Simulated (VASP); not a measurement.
# MgTeF6 (Pm-3m) in VASP: a series of runs

MgTeF6 is run at these levels: PBE; tasks: single point.

All numbers are computed with VASP 6.6.1; they aren't measurements. Logs are shortened: lines on timing, memory, paths and dates and some standing lists are left out, and cuts for length are marked.

## 1. The cell of the first run

It takes space group Pm-3m (No. 221, cubic). Conventional cell: a = 4.535 Å, b = 4.535 Å, c = 4.535 Å, α = 90.00°, β = 90.00°, γ = 90.00°. Within 3.0 Å of Mg (site symmetry m-3m) lie 6 F at 2.27 Å. Within 3.0 Å of Te (site symmetry m-3m) lie 6 F at 2.27 Å. Within 3.0 Å of F (site symmetry 4/mmm) lie 2 Mg at 2.27 Å and 4 F at 2.27 Å. Within 3.0 Å of F (site symmetry 4/mmm) lie 2 Te at 2.27 Å and 4 F at 2.27 Å.

The cell was generated, and may not be a known phase.

## 2. Single point, PBE

INCAR reads:

```
PREC = Accurate
ENCUT = 520
EDIFF = 1E-6
ISMEAR = 0
SIGMA = 0.1
LREAL = F
LASPH = T
NELM = 100
ALGO = Normal
ISIF = 2
LWAVE = F
LCHARG = T
GGA = PE
LELF = T
LVHAR = T
NBANDS = 35
```

KPOINTS reads:

```
regular mesh
0
Gamma
  4 4 4
```

POSCAR reads:

```
MgTeF6
1.0
    4.5350820879      0.0000000000      0.0000000000
    0.0000000000      4.5350820879      0.0000000000
    0.0000000000      0.0000000000      4.5350820879
Mg Te F
1 1 6
Direct
    0.0000000000      0.0000000000      0.0000000000
    0.5000000000      0.5000000000      0.5000000000
    0.5000000000      0.0000000000      0.0000000000
    0.0000000000      0.5000000000      0.0000000000
    0.0000000000      0.0000000000      0.5000000000
    0.0000000000      0.5000000000      0.5000000000
    0.5000000000      0.0000000000      0.5000000000
    0.5000000000      0.5000000000      0.0000000000
```

Potentials or basis: VASP PAW PBE potentials, release 64 (Mg, Te, F).

The run is started by

```bash
> cat potpaw_PBE.64/Mg/POTCAR potpaw_PBE.64/Te/POTCAR potpaw_PBE.64/F/POTCAR > POTCAR
> mpirun -np 1 vasp_std > vasp.out
```

OUTCAR:

```text
PREC = Accurate
   ENCUT = 520
   EDIFF = 1E-6
   ISMEAR = 0
   LREAL = F
   LASPH = T
   NELM = 100
   ISIF = 2
   GGA = PE

 ion  position               nearest neighbor table
   1  0.000  0.000  0.000-   3 2.27   4 2.27   5 2.27   5 2.27   4 2.27   3 2.27
   2  0.500  0.500  0.500-   6 2.27   7 2.27   8 2.27   8 2.27   7 2.27   6 2.27
   3  0.500  0.000  0.000-   1 2.27   1 2.27
   4  0.000  0.500  0.000-   1 2.27   1 2.27
   5  0.000  0.000  0.500-   1 2.27   1 2.27
   6  0.000  0.500  0.500-   2 2.27   2 2.27
   7  0.500  0.000  0.500-   2 2.27   2 2.27
   8  0.500  0.500  0.000-   2 2.27   2 2.27

  LATTYP: Found a simple cubic cell.
 ALAT       =     4.5350820879

  Lattice vectors:

 A1 = (   4.5350820879,   0.0000000000,   0.0000000000)
 A2 = (   0.0000000000,   4.5350820879,   0.0000000000)
 A3 = (   0.0000000000,   0.0000000000,   4.5350820879)

Analysis of symmetry for initial positions (statically):
=====================================================================
 Subroutine PRICEL returns:
 Original cell was already a primitive cell.

 Routine SETGRP: Setting up the symmetry group for a
 simple cubic supercell.

 Subroutine GETGRP returns: Found 48 space group operations
 (whereof 48 operations were pure point group operations)
 out of a pool of 48 trial point group operations.

The static configuration has the point symmetry O_h .

Analysis of symmetry for dynamics (positions and initial velocities):
=====================================================================
 Subroutine PRICEL returns:
 Original cell was already a primitive cell.

 Routine SETGRP: Setting up the symmetry group for a
 simple cubic supercell.

 Subroutine GETGRP returns: Found 48 space group operations
 (whereof 48 operations were pure point group operations)
 out of a pool of 48 trial point group operations.

The dynamic configuration has the point symmetry O_h .

 Subroutine INISYM returns: Found 48 space group operations
 (whereof 48 operations are pure point group operations),
 and found     1 'primitive' translations

----------------------------------------------------------------------------------------

                                     Primitive cell

  volume of cell :      93.2729

  direct lattice vectors                    reciprocal lattice vectors
[... 88 lines left out ...]
   IBRION =     -1    ionic relax: 0-MD 1-quasi-New 2-CG
   NFREE  =      0    steps in history (QN), initial steepest desc. (CG)
   ISIF   =      2    stress and relaxation
   ISYM   =      2    0-nonsym 1-usesym 2-fastsym
   POTIM  = 0.5000    time-step for ionic-motion
   TEBEG  =    0.0;   TEEND  =   0.0 temperature during run
   PSTRESS=    0.0 pullay stress
   NELECT =      50.0000    total number of electrons
   NUPDOWN=      -1.0000    fix difference up-down
   EMIN   =  10.00;   EMAX   =-10.00  energy-range for DOS
   EFERMI =   0.00;   METHOD = LEGACY
   ISMEAR =     0;   SIGMA  =   0.10  broadening in eV -4-tet -1-fermi 0-gaus
   EFERMI_NEDOS =   21; number of points for ismear=-14 and -15
   IALGO  =     38    algorithm
   IMIX   =      4    mixing-type and parameters
     AMIX     =   0.40;   BMIX     =  1.00
     AMIX_MAG =   1.60;   BMIX_MAG =  1.00
  volume/ion in A,a.u.               =      11.66        78.68
  Fermi-wavevector in a.u.,A,eV,Ry     =   1.329882  2.513112 24.063065  1.768585
  Thomas-Fermi vector in A             =   2.459011
   LORBIT       =      0    0 simple, 1 ext, 2 COOP (PROOUT), +10 PAW based schemes
   GGA     = PE    functional components
   LHFCALC =     F    Hartree Fock is set to
   AEXX    =    0.0000 exact exchange contribution
   IVDW    =     0    specifies the selected vdW correction
   LEPSILON=     F    determine dielectric tensor
   LRPA    =     F    only Hartree local field effects (RPA)
 non-spin polarized calculation
 Gauss-broadening in eV      SIGMA  =   0.10
  energy-cutoff  :      520.00
  volume of cell :       93.27
 maximum number of plane-waves:      2522
 NGX is ok and might be reduce to    36
   NGX = 17   NGY = 17   NGZ = 17

 number of electron      50.0000077 magnetization

 Free energy of the ion-electron system (eV)
  ---------------------------------------------------
  ext. energy  EPLUGINS =         0.00000000
  ---------------------------------------------------
  free energy    TOTEN  =       -28.73983723 eV

  energy without entropy =      -28.73899349  energy(sigma->0) =      -28.73941536

 E-fermi :   2.9845     XC(G=0): -10.3042

 val. band max:        2.7963483739   @ k =   0.0000   0.0000   0.0000
 cond. band min:       3.1267261658   @ k =   0.5000   0.5000   0.5000
 fundamental gap:      0.3303777919
 Fermi energy:         2.9844895605

 k-point     1 :       0.0000    0.0000    0.0000
  band No.  band energies     occupation
      1     -20.5055      2.00000
      2     -19.6984      2.00000
      3     -19.6984      2.00000
      4     -17.2324      2.00000
      5     -17.2324      2.00000
      6     -17.2015      2.00000
[... 369 lines left out ...]
     34      17.1012      0.00000
     35      17.1012      0.00000

------------------------ aborting loop because EDIFF is reached ----------------------------------------

  FORCE on cell =-STRESS in cart. coord.  units (eV):
  Direction    XX          YY          ZZ          XY          YZ          ZX
  --------------------------------------------------------------------------------------
  -------------------------------------------------------------------------------------
  Total       -0.4955939     -0.4955939     -0.4955939     -0.0000000     -0.0000000      0.0000000
  in kB       -8.5129696     -8.5129696     -8.5129696     -0.0000000     -0.0000000      0.0000000
  external PRESSURE =      -8.5129696 kB  Pullay stress =       0.0000000 kB

 VOLUME and BASIS-vectors are now :
 -----------------------------------------------------------------------------
  energy-cutoff  :      520.00
  volume of cell :       93.27
      direct lattice vectors                 reciprocal lattice vectors
     4.535082088  0.000000000  0.000000000     0.220503175  0.000000000  0.000000000
     0.000000000  4.535082088  0.000000000     0.000000000  0.220503175  0.000000000
     0.000000000  0.000000000  4.535082088     0.000000000  0.000000000  0.220503175

 POSITION                                       TOTAL-FORCE (eV/Angst)
 -----------------------------------------------------------------------------------
      0.00000      0.00000      0.00000         0.000000      0.000000      0.000000
      2.26754      2.26754      2.26754         0.000000      0.000000      0.000000
      2.26754      0.00000      0.00000         0.000000      0.000000      0.000000
      0.00000      2.26754      0.00000         0.000000      0.000000      0.000000
      0.00000      0.00000      2.26754         0.000000      0.000000      0.000000
      0.00000      2.26754      2.26754         0.000000      0.000000      0.000000
      2.26754      0.00000      2.26754         0.000000      0.000000      0.000000
      2.26754      2.26754      0.00000         0.000000      0.000000      0.000000
 -----------------------------------------------------------------------------------
    total drift:                                0.000000      0.000000     -0.000000

  FREE ENERGIE OF THE ION-ELECTRON SYSTEM (eV)
  ---------------------------------------------------
  free  energy   TOTEN  =       -28.7398372315 eV

  energy  without entropy=      -28.7389934873  energy(sigma->0) =      -28.73941536
```

Run time: 41 s. Hardware: 1 thread of AMD EPYC 9755, shared host; peak memory 0.18 GiB.

What came out:

| Item | Value |
| --- | --- |
| Free energy | -28.7398 eV |
| Pressure | -0.9 GPa |
| Band gap on the k mesh | 0.33 eV (least direct gap 0.58 eV) |

Levels at points of the mesh, in eV from the valence-band top:
```csv
k point,band 23,band 24,band 25,band 26,band 27,band 28
"(0.00, 0.00, 0.00)",0.00,0.00,0.00,3.75,3.75,3.75
"(0.50, 0.00, 0.00)",-0.05,-0.05,-0.05,0.64,3.37,3.37
"(0.50, 0.50, 0.00)",-1.13,-0.05,-0.05,0.52,0.52,3.03
"(0.50, 0.50, 0.50)",-1.21,-1.21,-1.21,0.33,0.33,0.33
```

Caveat: semilocal functionals underestimate gaps, and a narrow one can read as zero; spin-orbit coupling is left out, which moves the levels of the heavy elements. A k mesh can miss the band edges.

## 3. Single point, PBE

This run uses another cell than the first one, of 16.01 Å³/atom.

INCAR reads:

```
SYSTEM = MgTeF6
ALGO = Normal ; EDIFF = 1E-7
ENCUT = 520 ; GGA = PE
ISIF = 2 ; ISMEAR = 0
LASPH = .True. ; LCHARG = .False.
LREAL = .False. ; LWAVE = .False.
NBANDS = 35 ; NELM = 80
PREC = Accurate ; SIGMA = 0.1
```

KPOINTS reads:

```
k-points
0
Gamma
  4 4 4
  0 0 0
```

POSCAR, as its differences from that of step 2:

```diff
@@ -2,5 +2,5 @@
 1.0
-    4.5350820879      0.0000000000      0.0000000000
-    0.0000000000      4.5350820879      0.0000000000
-    0.0000000000      0.0000000000      4.5350820879
+    5.0406213400      0.0000000000      0.0000000000
+    0.0000000000      5.0406213400      0.0000000000
+    0.0000000000      0.0000000000      5.0406213400
 Mg Te F
```

Potentials or basis: VASP PAW PBE potentials, release 64 (Mg, Te, F).

The run is started by

```bash
> cat potpaw_PBE.64/Mg/POTCAR potpaw_PBE.64/Te/POTCAR potpaw_PBE.64/F/POTCAR > POTCAR
> mpirun -np 1 vasp_std > vasp.out
```

Wall time 58 s (1 thread of AMD EPYC 9755, shared host); peak memory 0.22 GiB.

Results (log left out):

```yaml
Free_energy: -26.4599 eV
Pressure: -15.3 GPa
Band_gap_on_the_k_mesh: 0.02 eV (least direct gap 0.12 eV)
```

Levels at points of the mesh, in eV from the valence-band top:
| k point | band 21 | band 22 | band 23 | band 24 | band 25 | band 26 | band 27 | band 28 | band 29 | band 30 |
| --- | --- | --- | --- | --- | --- | --- | --- | --- | --- | --- |
| (0.00, 0.00, 0.00) | -0.05 | -0.05 | 0.00 | 0.00 | 0.00 | 2.30 | 2.30 | 2.30 | 3.75 | 9.39 |
| (0.50, 0.00, 0.00) | -0.80 | -0.03 | -0.03 | -0.03 | -0.03 | 0.10 | 2.13 | 2.13 | 4.98 | 8.28 |
| (0.50, 0.50, 0.00) | -1.07 | -1.04 | -0.65 | -0.03 | -0.03 | 0.10 | 0.10 | 1.98 | 5.74 | 8.77 |
| (0.50, 0.50, 0.50) | -1.30 | -1.30 | -0.68 | -0.68 | -0.68 | 0.02 | 0.02 | 0.02 | 6.60 | 8.10 |

Caveat: the cell stands under tension; the smearing spreads over this small gap; semilocal functionals underestimate gaps, and a narrow one can read as zero; spin-orbit coupling is left out, which moves the levels of the heavy elements. A k mesh can miss the band edges.

The gap in the log of VASP goes by the Fermi energy; the results here count the filled bands.